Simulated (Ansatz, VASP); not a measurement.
HC: VASP beside Ansatz

```
CELL_PARAMETERS angstrom
12.00000 0.00000 0.00000
0.00000 12.50000 0.00000
0.00000 0.00000 13.00000
ATOMIC_POSITIONS crystal
C 0.50000 0.50000 0.54640
C 0.50000 0.50000 0.45360
H 0.50000 0.50000 0.37126
H 0.50000 0.50000 0.62874
```

Alike in both runs: task single point; functional r2SCAN; dispersion rVV10; k mesh 1 × 1 × 1; no spin polarisation.

|  | VASP | Ansatz |
| --- | --- | --- |
| version | VASP 6.6.1 | Ansatz 0.2.0 |
| potentials or method | VASP PAW PBE potentials, release 64 (C, H) | scalar-relativistic, plane waves, PAW |
| plane-wave cutoff (eV) | 580 | 500 |
| occupations | gaussian, width 0.01 eV | fixed |
| valence electrons in the cell | 10 | 10 |

VASP gave:

- rms of the force components (eV/Å): 0.215

Q: Which values does Ansatz return?

A: rms of the force components (eV/Å): 0.279.

VASP's potentials were made for PBE, not for r2SCAN. Atom by atom the forces differ by 0.070 eV/Å (rms over components).
